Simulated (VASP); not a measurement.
# LiSi16 (a cell with a defect) in VASP: notebook

The runs below take LiSi16 (a cell with a defect) through single point, with PBE+D3(BJ).

Everything below comes from runs of VASP 6.6.1. Logs are shortened: lines on timing, memory, paths and dates and some standing lists are left out, and cuts for length are marked.

## (1) The cell of the first run

The cell holds a defect, 17 atoms: a = 7.679 Å, b = 7.679 Å, c = 7.679 Å, α = 60.00°, β = 60.00°, γ = 60.00°.

## (2) Single point, PBE+D3(BJ), collinear spin, zero start

INCAR

```
  PREC = Accurate
  ENCUT = 520
  EDIFF = 1E-6
  ISMEAR = 0
  SIGMA = 0.05
  LREAL = Auto
  LASPH = T
  NELM = 150
  ALGO = Normal
  ISIF = 2
  LWAVE = F
  LCHARG = F
  ISPIN = 2
  MAGMOM = 0 0 0 0 0 0 0 0 0 0 0 0 0 0 0 0 0
  LORBIT = 11
  GGA = PE
  IVDW = 12
  NBANDS = 52
```

KPOINTS

```
Automatic mesh
0
Gamma
  2 2 2
```

POSCAR

```
LiSi16
1.0
    0.0000000000      5.4300000000      5.4300000000
    5.4300000000      0.0000000000      5.4300000000
    5.4300000000      5.4300000000      0.0000000000
Si Li
16 1
Direct
   -0.0006774401      0.0004899632      0.0004310313
    0.1217620626      0.1226836096      0.1226372007
   -0.0020942910     -0.0012202578      0.5019546961
    0.1217002762      0.1226700737      0.6335686004
   -0.0020953039      0.5020021179     -0.0012625230
    0.1216956722      0.6336247698      0.1226214549
   -0.0021217311      0.5019779006      0.5019268877
    0.1277914365      0.6242750460      0.6242313996
    0.5010511050     -0.0012218232     -0.0012628913
    0.6324925414      0.1227061694      0.1226604972
    0.5009916206     -0.0012155617      0.5019741252
    0.6233977901      0.1286237569      0.6242364641
    0.5009860037      0.5020211786     -0.0012569061
    0.6233962247      0.6242781768      0.1285842541
    0.4995133517      0.5003452118      0.5003058011
    0.6233655617      0.6242817680      0.6242392265
    0.2492976980      1.2505052486      0.2504446593
```

Potentials or basis: VASP PAW PBE potentials, release 64 (Si, Li_sv).

The run is started by

```console
cat potpaw_PBE.64/Si/POTCAR potpaw_PBE.64/Li_sv/POTCAR > POTCAR
mpirun -np 1 vasp_std > vasp.out
```

OUTCAR:

```text
PREC = Accurate
   ENCUT = 520
   EDIFF = 1E-6
   ISMEAR = 0
   LREAL = Auto
   LASPH = T
   NELM = 150
   ISIF = 2
   ISPIN = 2
   LORBIT = 11
   GGA = PE
   IVDW = 12
 IVDW          = 12

 ion  position               nearest neighbor table
   1  0.999  0.000  0.000-  10 2.30   2 2.30   4 2.30   6 2.30
   2  0.122  0.123  0.123-   1 2.30   9 2.38   3 2.38   5 2.38  17 2.40
   3  0.998  0.999  0.502-   8 2.35  12 2.35   4 2.38   2 2.38  17 2.73
   4  0.122  0.123  0.634-   1 2.30  11 2.38   3 2.38   7 2.38  17 2.40
   5  0.998  0.502  0.999-   8 2.35  14 2.35   6 2.38   2 2.38  17 2.73
   6  0.122  0.634  0.123-   1 2.30  13 2.38   5 2.38   7 2.38  17 2.40
   7  0.998  0.502  0.502-  16 2.35   8 2.35   6 2.38   4 2.38  17 2.73
   8  0.128  0.624  0.624-  15 2.33   3 2.35   5 2.35   7 2.35
   9  0.501  0.999  0.999-  14 2.35  12 2.35   2 2.38  10 2.38  17 2.73
  10  0.632  0.123  0.123-   1 2.30   9 2.38  11 2.38  13 2.38  17 2.40
  11  0.501  0.999  0.502-  16 2.35  12 2.35   4 2.38  10 2.38  17 2.73
  12  0.623  0.129  0.624-  15 2.33   9 2.35  11 2.35   3 2.35
  13  0.501  0.502  0.999-  16 2.35  14 2.35   6 2.38  10 2.38  17 2.73
  14  0.623  0.624  0.129-  15 2.33   9 2.35  13 2.35   5 2.35
  15  0.500  0.500  0.500-  12 2.33  14 2.33   8 2.33  16 2.33
  16  0.623  0.624  0.624-  15 2.33  11 2.35  13 2.35   7 2.35
  17  0.249  0.251  0.250-   6 2.40   4 2.40   2 2.40  10 2.40   7 2.73   5 2.73   3 2.73  13 2.73
                            11 2.73   9 2.73

  LATTYP: Found a face centered cubic cell.
 ALAT       =    10.8600000000

  Lattice vectors:

 A1 = (   0.0000000000,   5.4300000000,   5.4300000000)
 A2 = (   5.4300000000,   0.0000000000,   5.4300000000)
 A3 = (   5.4300000000,   5.4300000000,   0.0000000000)

Analysis of symmetry for initial positions (statically):
=====================================================================
 Subroutine PRICEL returns:
 Original cell was already a primitive cell.

 Routine SETGRP: Setting up the symmetry group for a
 face centered cubic supercell.

 Subroutine GETGRP returns: Found  1 space group operations
 (whereof  1 operations were pure point group operations)
 out of a pool of 48 trial point group operations.

The static configuration has the point symmetry C_1 .

Analysis of symmetry for dynamics (positions and initial velocities):
=====================================================================
 Subroutine PRICEL returns:
 Original cell was already a primitive cell.

 Routine SETGRP: Setting up the symmetry group for a
 face centered cubic supercell.

 Subroutine GETGRP returns: Found  1 space group operations
 (whereof  1 operations were pure point group operations)
 out of a pool of 48 trial point group operations.

The dynamic configuration has the point symmetry C_1 .

Analysis of structural, dynamic, and magnetic symmetry:
=====================================================================
 Subroutine PRICEL returns:
 Original cell was already a primitive cell.

 Routine SETGRP: Setting up the symmetry group for a
 face centered cubic supercell.

 Subroutine GETGRP returns: Found  1 space group operations
 (whereof  1 operations were pure point group operations)
 out of a pool of 48 trial point group operations.

The overall configuration has the point symmetry C_1 .

 Subroutine INISYM returns: Found  1 space group operations
 (whereof  1 operations are pure point group operations),
 and found     1 'primitive' translations

----------------------------------------------------------------------------------------

                                     Primitive cell

  volume of cell :     320.2060

  direct lattice vectors                    reciprocal lattice vectors
     0.000000000  5.430000000  5.430000000    -0.092081031  0.092081031  0.092081031
     5.430000000  0.000000000  5.430000000     0.092081031 -0.092081031  0.092081031
     5.430000000  5.430000000  0.000000000     0.092081031  0.092081031 -0.092081031

  length of vectors
     7.679179644  7.679179644  7.679179644     0.159489025  0.159489025  0.159489025

  position of ions in fractional coordinates (direct lattice)
     0.999322560  0.000489963  0.000431031
     0.121762063  0.122683610  0.122637201
     0.997905709  0.998779742  0.501954696
     0.121700276  0.122670074  0.633568600
     0.997904696  0.502002118  0.998737477
     0.121695672  0.633624770  0.122621455
[... 9 lines left out ...]
     0.623365562  0.624281768  0.624239227
     0.249297698  0.250505249  0.250444659

  ion indices of the primitive-cell ions
   primitive index   ion index
                 1           1
                 2           2
                 3           3
                 4           4
                 5           5
                 6           6
[... 9 lines left out ...]
                16          16
                17          17

----------------------------------------------------------------------------------------

[... 74 lines left out ...]
  Fermi-wavevector in a.u.,A,eV,Ry     =   0.971904  1.836632 12.852022  0.944597
  Thomas-Fermi vector in A             =   2.102159
   LORBIT       =     11    0 simple, 1 ext, 2 COOP (PROOUT), +10 PAW based schemes
   GGA     = PE    functional components
   LHFCALC =     F    Hartree Fock is set to
   AEXX    =    0.0000 exact exchange contribution
   IVDW    =    12    specifies the selected vdW correction
   LEPSILON=     F    determine dielectric tensor
   LRPA    =     F    only Hartree local field effects (RPA)
 spin polarized calculation
 Gauss-broadening in eV      SIGMA  =   0.05
  energy-cutoff  :      520.00
  volume of cell :      320.21
 maximum number of plane-waves:      8646
 NGX is ok and might be reduce to    60
   NGX = 29   NGY = 29   NGZ = 29

 number of electron      66.9999998 magnetization      -0.0003064

 number of electron      66.9999998 magnetization       0.0001826

 Free energy of the ion-electron system (eV)
  ---------------------------------------------------
  ext. energy  EPLUGINS =         0.00000000
  ---------------------------------------------------
  free energy    TOTEN  =       -86.86738011 eV

  energy without entropy =      -86.85897639  energy(sigma->0) =      -86.86317825

 E-fermi :   6.6618     XC(G=0):  -9.5299

 val. band max:        6.6590371893   @ k =   0.0000   0.0000   0.0000
 cond. band min:       6.8373290083   @ k =   0.0000   0.0000   0.0000
 fundamental gap:      0.1782918190
 Fermi energy:         6.6618372789

 spin component 1

 k-point     1 :       0.0000    0.0000    0.0000
  band No.  band energies     occupation
      1     -40.4693      1.00000
      2      -5.9816      1.00000
      3      -3.7447      1.00000
      4      -3.6556      1.00000
      5      -3.6555      1.00000
      6      -3.6554      1.00000
[... 373 lines left out ...]
     44      10.2501      0.00000
     45      10.3314      0.00000
 Fermi energy:         6.6618372789

 spin component 2

 k-point     1 :       0.0000    0.0000    0.0000
  band No.  band energies     occupation
      1     -40.4693      1.00000
      2      -5.9816      1.00000
      3      -3.7447      1.00000
      4      -3.6556      1.00000
      5      -3.6555      1.00000
      6      -3.6554      1.00000
[... 373 lines left out ...]
     44      10.2502      0.00000
     45      10.3314      0.00000
 [bands above 45 left out]

------------------------ aborting loop because EDIFF is reached ----------------------------------------

 Edisp (eV)   -5.45550

 E8    (eV) :    -2.2600

  FORCE on cell =-STRESS in cart. coord.  units (eV):
  Direction    XX          YY          ZZ          XY          YZ          ZX
  --------------------------------------------------------------------------------------
  -------------------------------------------------------------------------------------
  Total       1.33943     1.33364     1.33271     0.00038     0.00250    -0.00005
  in kB       6.70192     6.67299     6.66832     0.00188     0.01249    -0.00025
  external pressure =        6.68 kB  Pullay stress =        0.00 kB

 VOLUME and BASIS-vectors are now :
 -----------------------------------------------------------------------------
  energy-cutoff  :      520.00
  volume of cell :      320.21
      direct lattice vectors                 reciprocal lattice vectors
     0.000000000  5.430000000  5.430000000    -0.092081031  0.092081031  0.092081031
     5.430000000  0.000000000  5.430000000     0.092081031 -0.092081031  0.092081031
     5.430000000  5.430000000  0.000000000     0.092081031  0.092081031 -0.092081031

 POSITION                                       TOTAL-FORCE (eV/Angst)
 -----------------------------------------------------------------------------------
      0.00500      5.42866      5.42898        -0.004489      0.000871      0.000511
      1.33209      1.32709      1.32734        -0.004456     -0.003449     -0.003590
      8.14899      8.14424     10.84200        -0.000297     -0.000829     -0.002187
      4.10638      4.10111      1.32693         0.004529      0.006584     -0.006291
      8.14902     10.84177      8.14449        -0.000502     -0.002376     -0.000920
      4.10642      1.32664      4.10139         0.004665     -0.006457      0.006926
[... 9 lines left out ...]
      6.77947      6.77449      6.77473         0.013058      0.013035      0.013142
      2.72016      2.71360      2.71393        -0.001834      0.000658      0.000620
 -----------------------------------------------------------------------------------
    total drift:                               -0.008990      0.005487      0.004322

  FREE ENERGIE OF THE ION-ELECTRON SYSTEM (eV)
  ---------------------------------------------------
  free  energy   TOTEN  =       -92.3228776722 eV

  energy  without entropy=      -92.3144739542  energy(sigma->0) =      -92.31867581

 total charge

# of ion       s       p       d       tot
------------------------------------------
    1        0.733   0.978   0.000   1.711
    2        0.745   0.964   0.000   1.709
    3        0.737   0.948   0.000   1.686
    4        0.745   0.964   0.000   1.709
    5        0.737   0.948   0.000   1.686
    6        0.745   0.964   0.000   1.709
[... 9 lines left out ...]
   16        0.743   0.954   0.000   1.697
   17        2.028   0.088   0.000   2.116
--------------------------------------------------
tot         13.869  15.398   0.000  29.267

 magnetization (x)

# of ion       s       p       d       tot
------------------------------------------
    1       -0.000  -0.000   0.000  -0.000
    2       -0.000   0.000   0.000   0.000
    3        0.000  -0.000   0.000   0.000
    4        0.000   0.000   0.000   0.000
    5        0.000  -0.000   0.000   0.000
    6        0.000   0.000   0.000   0.000
[... 9 lines left out ...]
   16       -0.000   0.000   0.000   0.000
   17        0.000  -0.000   0.000   0.000
--------------------------------------------------
tot          0.000   0.000   0.000   0.000
```

Wall time 8 min (1 thread of Intel Xeon Platinum 8259CL at 2.50GHz (Skylake/Cascade Lake), shared host); peak memory 0.7 GiB.

What came out:

| Property | Result |
| --- | --- |
| Free energy | -92.3229 eV |
| Largest force | 0.024 eV/Å |
| Net moment | 0.00 μB per cell |
| Valence electrons inside the program's atomic spheres | Si 1.71, 1.69, 1.70 (each value once); Li 2.12 |
| Dispersion energy per atom | -0.321 eV |

Forces on the atoms (eV/Å):
```
Si  -0.004  0.001  0.001
Si  -0.004 -0.003 -0.004
Si   0.000 -0.001 -0.002
Si   0.005  0.007 -0.006
Si  -0.001 -0.002 -0.001
Si   0.005 -0.006  0.007
Si   0.005  0.000  0.000
Si   0.014 -0.014 -0.014
Si  -0.001  0.000  0.000
Si  -0.003  0.003  0.003
Si   0.000  0.002  0.001
Si  -0.011  0.012 -0.012
Si   0.000  0.001  0.002
Si  -0.011 -0.012  0.012
Si  -0.001  0.000  0.000
Si   0.013  0.013  0.013
Li  -0.002  0.001  0.001
```

Levels at points of the mesh, in eV from the Fermi level:
Spin up:
```
           k point  band 29  band 30  band 31  band 32  band 33  band 34  band 35  band 36  band 37  band 38
(0.00, 0.00, 0.00)    -1.79    -1.79    -0.67    -0.67    -0.67    -0.07    -0.07    -0.07     0.00     0.00
(0.50, 0.00, 0.00)    -2.78    -1.48    -1.48    -1.40    -1.40     0.51     0.70     0.70     0.88     0.88
(0.00, 0.50, 0.00)    -2.78    -1.48    -1.48    -1.40    -1.40     0.51     0.70     0.70     0.88     0.88
(0.00, 0.00, 0.50)    -2.78    -1.48    -1.48    -1.40    -1.40     0.51     0.70     0.70     0.88     0.88
(0.50, 0.50, 0.50)    -2.78    -1.48    -1.48    -1.40    -1.40     0.51     0.70     0.70     0.88     0.88
(0.50, 0.50, 0.00)    -2.58    -2.05    -2.05    -1.97    -1.94     0.37     0.43     1.49     1.63     1.63
(0.00, 0.50, 0.50)    -2.58    -2.05    -2.05    -1.97    -1.94     0.37     0.43     1.49     1.63     1.63
(0.50, 0.00, 0.50)    -2.58    -2.05    -2.05    -1.97    -1.94     0.37     0.43     1.49     1.63     1.63
```
Spin down:
| k point | band 29 | band 30 | band 31 | band 32 | band 33 | band 34 | band 35 | band 36 | band 37 | band 38 |
| --- | --- | --- | --- | --- | --- | --- | --- | --- | --- | --- |
| (0.00, 0.00, 0.00) | -1.79 | -1.79 | -0.67 | -0.67 | -0.67 | -0.07 | -0.07 | -0.07 | 0.00 | 0.00 |
| (0.50, 0.00, 0.00) | -2.78 | -1.48 | -1.48 | -1.40 | -1.40 | 0.51 | 0.70 | 0.70 | 0.88 | 0.88 |
| (0.00, 0.50, 0.00) | -2.78 | -1.48 | -1.48 | -1.40 | -1.40 | 0.51 | 0.70 | 0.70 | 0.88 | 0.88 |
| (0.00, 0.00, 0.50) | -2.78 | -1.48 | -1.48 | -1.40 | -1.40 | 0.51 | 0.70 | 0.70 | 0.88 | 0.88 |
| (0.50, 0.50, 0.50) | -2.78 | -1.48 | -1.48 | -1.40 | -1.40 | 0.51 | 0.70 | 0.70 | 0.88 | 0.88 |
| (0.50, 0.50, 0.00) | -2.58 | -2.05 | -2.05 | -1.97 | -1.94 | 0.37 | 0.43 | 1.49 | 1.63 | 1.63 |
| (0.00, 0.50, 0.50) | -2.58 | -2.05 | -2.05 | -1.97 | -1.94 | 0.37 | 0.43 | 1.49 | 1.63 | 1.63 |
| (0.50, 0.00, 0.50) | -2.58 | -2.05 | -2.05 | -1.97 | -1.94 | 0.37 | 0.43 | 1.49 | 1.63 | 1.63 |

Caveat: the k points lie up to 0.50 Å⁻¹ apart; the cutoff is under 1.25 times the usual one of these potentials, so pressure, stress and relaxed cells hold a basis-set (Pulay) error; no moment was typed at the start, so none could form.

## (3) Single point, PBE+D3(BJ), collinear spin, zero start

INCAR

```
SYSTEM = LiSi16
PREC = Accurate ; ENCUT = 520
EDIFF = 1E-6 ; ISMEAR = 0
SIGMA = 0.05 ; LREAL = Auto
LASPH = .TRUE. ; NELM = 150
ALGO = Normal ; ISIF = 2
LWAVE = .FALSE. ; LCHARG = .TRUE.
ISPIN = 2 ; MAGMOM = 0 0 0 0 0 0 0 0 0 0 0 0 0 0 0 0 0
LORBIT = 11 ; GGA = PE
IVDW = 12 ; LELF = .TRUE.
LVHAR = .TRUE. ; NBANDS = 52
```

KPOINTS

```
regular mesh
0
G
  2 2 2
  0 0 0
```

POSCAR is that of step 2.

Potentials or basis: VASP PAW PBE potentials, release 64 (Si, Li_sv).

The run is started by

```console
cat potpaw_PBE.64/Si/POTCAR potpaw_PBE.64/Li_sv/POTCAR > POTCAR
mpirun -np 1 vasp_std > vasp.out
```

It took 8 min on 1 thread of Intel Xeon Platinum 8259CL at 2.50GHz (Skylake/Cascade Lake), shared host; peak memory 0.7 GiB.

Results (log left out):

| Quantity | Value |
| --- | --- |
| Free energy | -92.3229 eV |
| Largest force | 0.024 eV/Å |
| Net moment | 0.00 μB per cell |
| Valence electrons inside the program's atomic spheres | Si 1.71, 1.69, 1.70 (each value once); Li 2.12 |
| Dispersion energy per atom | -0.321 eV |

Forces in eV/Å, atoms in the order of the input:
```
Si  -0.004  0.001  0.001
Si  -0.004 -0.003 -0.004
Si   0.000 -0.001 -0.002
Si   0.005  0.007 -0.006
Si  -0.001 -0.002 -0.001
Si   0.005 -0.006  0.007
Si   0.005  0.000  0.000
Si   0.014 -0.014 -0.014
Si  -0.001  0.000  0.000
Si  -0.003  0.003  0.003
Si   0.000  0.002  0.001
Si  -0.011  0.012 -0.012
Si   0.000  0.001  0.002
Si  -0.011 -0.012  0.012
Si  -0.001  0.000  0.000
Si   0.013  0.013  0.013
Li  -0.002  0.001  0.001
```

Levels at points of the mesh, in eV from the Fermi level:
Spin up:
```csv
k point,band 30,band 31,band 32,band 33,band 34,band 35,band 36,band 37
"(0.00, 0.00, 0.00)",-1.79,-0.67,-0.67,-0.67,-0.07,-0.07,-0.07,0.00
"(0.50, 0.00, 0.00)",-1.48,-1.48,-1.40,-1.40,0.51,0.70,0.70,0.88
"(0.00, 0.50, 0.00)",-1.48,-1.48,-1.40,-1.40,0.51,0.70,0.70,0.88
"(0.00, 0.00, 0.50)",-1.48,-1.48,-1.40,-1.40,0.51,0.70,0.70,0.88
"(0.50, 0.50, 0.50)",-1.48,-1.48,-1.40,-1.40,0.51,0.70,0.70,0.88
"(0.50, 0.50, 0.00)",-2.05,-2.05,-1.97,-1.94,0.37,0.43,1.49,1.63
"(0.00, 0.50, 0.50)",-2.05,-2.05,-1.97,-1.94,0.37,0.43,1.49,1.63
"(0.50, 0.00, 0.50)",-2.05,-2.05,-1.97,-1.94,0.37,0.43,1.49,1.63
```
Spin down:
| k point | band 31 | band 32 | band 33 | band 34 | band 35 | band 36 |
| --- | --- | --- | --- | --- | --- | --- |
| (0.00, 0.00, 0.00) | -0.67 | -0.67 | -0.67 | -0.07 | -0.07 | -0.07 |
| (0.50, 0.00, 0.00) | -1.48 | -1.40 | -1.40 | 0.51 | 0.70 | 0.70 |
| (0.00, 0.50, 0.00) | -1.48 | -1.40 | -1.40 | 0.51 | 0.70 | 0.70 |
| (0.00, 0.00, 0.50) | -1.48 | -1.40 | -1.40 | 0.51 | 0.70 | 0.70 |
| (0.50, 0.50, 0.50) | -1.48 | -1.40 | -1.40 | 0.51 | 0.70 | 0.70 |
| (0.50, 0.50, 0.00) | -2.05 | -1.97 | -1.94 | 0.37 | 0.43 | 1.49 |
| (0.00, 0.50, 0.50) | -2.05 | -1.97 | -1.94 | 0.37 | 0.43 | 1.49 |
| (0.50, 0.00, 0.50) | -2.05 | -1.97 | -1.94 | 0.37 | 0.43 | 1.49 |

Caveat: the k points lie up to 0.50 Å⁻¹ apart; the cutoff is under 1.25 times the usual one of these potentials, so pressure, stress and relaxed cells hold a basis-set (Pulay) error; no moment was typed at the start, so none could form.
